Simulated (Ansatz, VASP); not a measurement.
## One calculation of Sb, two programs

File INCAR:

```
ALGO = Normal
EDIFF = 1E-6
EDIFFG = -0.005
ENCUT = 600
GGA = CA
IBRION = 2
ISIF = 3
ISMEAR = -1
LASPH = T
LCHARG = F
LREAL = F
LWAVE = F
NELM = 100
NSW = 60
PREC = Accurate
SIGMA = 0.1
```

The input KPOINTS:

```
k-points
0
Gamma
  15 15 15
```

POSCAR

```
Sb
1.0
    0.0000000000      2.4101422642      2.4101422642
    2.4101422642      0.0000000000      2.4101422642
    2.4101422642      2.4101422642      0.0000000000
Sb
1
Direct
    0.0000000000      0.0000000000      0.0000000000
```

Input for Ansatz:

```yaml
crystal:
  lattice:
    - [0.0, 2.4101422642, 2.4101422642]
    - [2.4101422642, 0.0, 2.4101422642]
    - [2.4101422642, 2.4101422642, 0.0]
  atoms:
    - { symbol: Sb, position: [0.0, 0.0, 0.0] }
kpoints:
  mp_grid: { grid: [15, 15, 15] }
scf:
  occupations: { method: fermi_dirac, width: 0.1 }
hamiltonian:
  xc: lda
  pseudopotentials: { kind: paw }
output:
  forces: true
  stress: true
  write_density: true
  write_potential: true
  elf: true
  volumetric_format: npy
relax:
  f_tol: 0.005
  max_steps: 40
  cell: {}
```

Alike in both runs: task relaxation of cell and atoms; functional LDA; k mesh 15 × 15 × 15; occupations fermi-dirac, width 0.1 eV; no spin polarisation.

|  | VASP | Ansatz |
| --- | --- | --- |
| version | VASP 6.6.1 | Ansatz 0.2.0 |
| potentials or method | VASP PAW LDA potentials, release 64 (Sb) | PAW with Ansatz's default frozen-core files, scalar-relativistic |
| plane-wave cutoff (eV) | 600 | 420 |
| valence electrons in the cell | 5 | 15 |

|  | VASP | Ansatz | Ansatz less VASP |
| --- | --- | --- | --- |
| relaxed volume (Å³/atom) | 25.80 | 25.76 | -0.044 |
| relaxed cell length with the largest relative difference (Å) | 3.317 | 3.315 | -0.0019 |

LDA's correlation is that of Perdew and Zunger in VASP and of Perdew and Wang (1992) in Ansatz. VASP's potentials hold 5 valence electrons a cell and Ansatz's 15, so a difference there can come from the potentials and not from the codes.

Neither program's run includes spin-orbit coupling.
